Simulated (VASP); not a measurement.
# Ni (Fm-3m) in VASP: a series of runs, part 2 of 2

VASP 6.6.1. Earlier steps stand in the parts before.

**5. Single point, LDA, collinear spin (11.24 Å³/atom)**

Contents of INCAR:

```
ALGO     = Normal         # electronic algorithm
EDIFF    = 1E-6           # SCF threshold, eV
ENCUT    = 520            # plane-wave cutoff, eV
ISIF     = 2              # what is computed and relaxed
ISMEAR   = 0              # smearing method
ISPIN    = 2              # spin polarisation
LASPH    = True           # aspherical terms in the spheres
LCHARG   = False          # write CHGCAR
LMAXMIX  = 4              # l up to which the mixer works
LORBIT   = 11             # projections on sites
LREAL    = False          # projectors in reciprocal space
LWAVE    = False          # write WAVECAR
MAGMOM   = 0.125          # initial moments
NBANDS   = 15             # bands
NELM     = 150            # most SCF steps
NUPDOWN  = 0.125          # fixed moment
PREC     = Accurate       # precision mode
SIGMA    = 0.15           # smearing width, eV
```

Contents of KPOINTS:

```
k-points
0
Gamma
  24 24 24
```

Contents of POSCAR:

```
Ni
1.0
    0.0000000000      1.7779195489      1.7779195489
    1.7779195489      0.0000000000      1.7779195489
    1.7779195489      1.7779195489      0.0000000000
Ni
1
Direct
    0.0000000000      0.0000000000      0.0000000000
```

Potentials or basis: VASP PAW LDA potentials, release 64 (Ni).

On the command line:

```
cat potpaw_LDA.64/Ni/POTCAR > POTCAR
mpirun -np 1 vasp_std > vasp.out
```

OUTCAR:

```text
EDIFF = 1E-6
   ENCUT = 520
   ISIF = 2
   ISMEAR = 0
   ISPIN = 2
   LASPH = True
   LORBIT = 11
   LREAL = False
   NELM = 150
   NUPDOWN = 0.125
   PREC = Accurate

 ion  position               nearest neighbor table
   1  0.000  0.000  0.000-

  LATTYP: Found a face centered cubic cell.
 ALAT       =     3.5558390978

  Lattice vectors:

 A1 = (   0.0000000000,   1.7779195489,   1.7779195489)
 A2 = (   1.7779195489,   0.0000000000,   1.7779195489)
 A3 = (   1.7779195489,   1.7779195489,   0.0000000000)

Analysis of symmetry for initial positions (statically):
=====================================================================
 Subroutine PRICEL returns:
 Original cell was already a primitive cell.

 Routine SETGRP: Setting up the symmetry group for a
 face centered cubic supercell.

 Subroutine GETGRP returns: Found 48 space group operations
 (whereof 48 operations were pure point group operations)
 out of a pool of 48 trial point group operations.

The static configuration has the point symmetry O_h .

Analysis of symmetry for dynamics (positions and initial velocities):
=====================================================================
 Subroutine PRICEL returns:
 Original cell was already a primitive cell.

 Routine SETGRP: Setting up the symmetry group for a
 face centered cubic supercell.

 Subroutine GETGRP returns: Found 48 space group operations
 (whereof 48 operations were pure point group operations)
 out of a pool of 48 trial point group operations.

The dynamic configuration has the point symmetry O_h .

Analysis of structural, dynamic, and magnetic symmetry:
=====================================================================
 Subroutine PRICEL returns:
 Original cell was already a primitive cell.

 Routine SETGRP: Setting up the symmetry group for a
 face centered cubic supercell.

 Subroutine GETGRP returns: Found 48 space group operations
 (whereof 48 operations were pure point group operations)
 out of a pool of 48 trial point group operations.

The overall configuration has the point symmetry O_h .

[... 159 lines left out ...]
      5       7.6454      1.00000
      6       7.6454      1.00000
      7      32.0720      0.00000
      8      35.5938      0.00000
      9      35.5938      0.00000
     10      35.5938      0.00000
     11      38.5074      0.00000
     12      38.5074      0.00000
     13      38.5074      0.00000
     14      41.6876      0.00000
[... 403 lines left out ...]
      4       7.5881      1.00000
      5       8.3155      0.73348
      6       8.6477      0.00606
      7      14.9682      0.00000
      8      30.3931      0.00000
      9      31.7713      0.00000
     10      32.4314      0.00000
     11      36.2640      0.00000
     12      36.7091      0.00000
     13      41.8928      0.00000
     14      51.3104      0.00000
     15      53.6490      0.00000

 [... further k-points ...]

 spin component 2

 k-point     1 :       0.0000    0.0000    0.0000
  band No.  band energies     occupation
      1      -0.1690      1.00000
      2       6.6928      1.00000
      3       6.6928      1.00000
      4       6.6928      1.00000
      5       7.7632      1.00000
      6       7.7632      1.00000
      7      32.0634      0.00000
      8      35.6008      0.00000
      9      35.6008      0.00000
     10      35.6008      0.00000
     11      38.5380      0.00000
     12      38.5380      0.00000
     13      38.5380      0.00000
     14      41.6777      0.00000
[... 403 lines left out ...]
      4       7.6475      1.00000
      5       8.4522      0.49209
      6       8.7430      0.00287
      7      15.0357      0.00000
      8      30.3868      0.00000
      9      31.7932      0.00000
     10      32.4530      0.00000
     11      36.2831      0.00000
     12      36.7297      0.00000
     13      41.9240      0.00000
     14      51.3388      0.00000
     15      53.6681      0.00000

 [... further k-points ...]

------------------------ aborting loop because EDIFF is reached ----------------------------------------

  FORCE on cell =-STRESS in cart. coord.  units (eV):
  Direction    XX          YY          ZZ          XY          YZ          ZX
  --------------------------------------------------------------------------------------
  -------------------------------------------------------------------------------------
  Total       -1.5748025     -1.5748025     -1.5748025      0.0000000      0.0000000      0.0000000
  in kB     -224.4762382   -224.4762382   -224.4762382      0.0000000      0.0000000      0.0000000
  external PRESSURE =    -224.4762382 kB  Pullay stress =       0.0000000 kB

 VOLUME and BASIS-vectors are now :
 -----------------------------------------------------------------------------
  energy-cutoff  :      520.00
  volume of cell :       11.24
      direct lattice vectors                 reciprocal lattice vectors
     0.000000000  1.777919549  1.777919549    -0.281227573  0.281227573  0.281227573
     1.777919549  0.000000000  1.777919549     0.281227573 -0.281227573  0.281227573
     1.777919549  1.777919549  0.000000000     0.281227573  0.281227573 -0.281227573

 POSITION                                       TOTAL-FORCE (eV/Angst)
 -----------------------------------------------------------------------------------
      0.00000      0.00000      0.00000         0.000000     -0.000000     -0.000000
 -----------------------------------------------------------------------------------
    total drift:                                0.000000      0.000000      0.000000

  FREE ENERGIE OF THE ION-ELECTRON SYSTEM (eV)
  ---------------------------------------------------
  free  energy   TOTEN  =        -6.4648835252 eV

  energy  without entropy=       -6.4247476622  energy(sigma->0) =       -6.44481559

 total charge

# of ion       s       p       d       tot
------------------------------------------
    1        0.483   0.464   8.320   9.267

 magnetization (x)

# of ion       s       p       d       tot
------------------------------------------
    1       -0.002  -0.005   0.134   0.127
```

OSZICAR:

```text
N       E                     dE             d eps       ncg     rms          rms(c)
DAV:   1     0.317884800126E+02    0.31788E+02   -0.42476E+03 26299   0.855E+02
DAV:   2    -0.614037351142E+01   -0.37929E+02   -0.35309E+02 28343   0.161E+02
DAV:   3    -0.758312639505E+01   -0.14428E+01   -0.14238E+01 30184   0.308E+01
DAV:   4    -0.759265349917E+01   -0.95271E-02   -0.95245E-02 30388   0.238E+00
DAV:   5    -0.759278491811E+01   -0.13142E-03   -0.13142E-03 30801   0.252E-01    0.972E+00
DAV:   6    -0.692799218288E+01    0.66479E+00   -0.16138E+01 35826   0.434E+01    0.649E+00
DAV:   7    -0.648390706812E+01    0.44409E+00   -0.32013E+00 33569   0.174E+01    0.152E+00
DAV:   8    -0.646744075891E+01    0.16466E-01   -0.30598E-02 30316   0.110E+00    0.498E-01
DAV:   9    -0.646524729535E+01    0.21935E-02   -0.14359E-03 40926   0.201E-01    0.160E-01
DAV:  10    -0.646488413977E+01    0.36316E-03   -0.34345E-04 42081   0.868E-02    0.425E-02
DAV:  11    -0.646488298208E+01    0.11577E-05   -0.16415E-05 35753   0.237E-02    0.136E-02
DAV:  12    -0.646488352523E+01   -0.54315E-06   -0.26531E-07 22253   0.400E-03
   1 F= -.64648835E+01 E0= -.64448156E+01  d E =-.401359E-01  mag=     0.1250
```

stdout:

```text
POSCAR found type information on POSCAR Ni
 POSCAR found :  1 types and       1 ions
 scaLAPACK will be used
 LDA part: xc-table for (Slater(with rela. corr.)+CA(PZ))
 , standard interpolation
 POSCAR, INCAR and KPOINTS ok, starting setup
 FFT: planning ... GRIDC
 FFT: planning ... GRID_SOFT
 FFT: planning ... GRID
 WAVECAR not read
 entering main loop
```

It took 2 min on 1 thread of Intel Xeon Platinum 8259CL at 2.50GHz (Skylake/Cascade Lake), shared host; peak memory 0.21 GiB.

Results:

| Property | Result |
| --- | --- |
| Free energy | -6.4649 eV |
| Pressure | -22.4 GPa |
| Net moment | 0.12 μB per cell |
| Site moments | Ni +0.13 μB |
| Valence electrons inside the program's atomic spheres | Ni 9.27 |

Caveat: the cell stands under tension; the total moment is fixed, so each spin has its own Fermi level and the state may be an excited one.

**6. Overview**

```tsv
spin	fixed moment (μB)	pressure (GPa)	moment (μB)
collinear, ferromagnetic start	0.75	-21.0	0.75
collinear, ferromagnetic start	0.25	-22.0	0.25
collinear, ferromagnetic start	0.875	-19.8	0.88
collinear	0.125	-22.4	0.12
```

Alike in all rows: task single point; level LDA; potentials or basis VASP PAW LDA potentials, release 64 (Ni); cell as given; k mesh 24 × 24 × 24; cutoff (eV) 520; smearing gaussian 0.15 eV.

Caveats: the cell stands under tension; the total moment is fixed, so each spin has its own Fermi level and the state may be an excited one.

Total energies depend on the potentials used, so only differences within one code and one set of settings carry meaning.
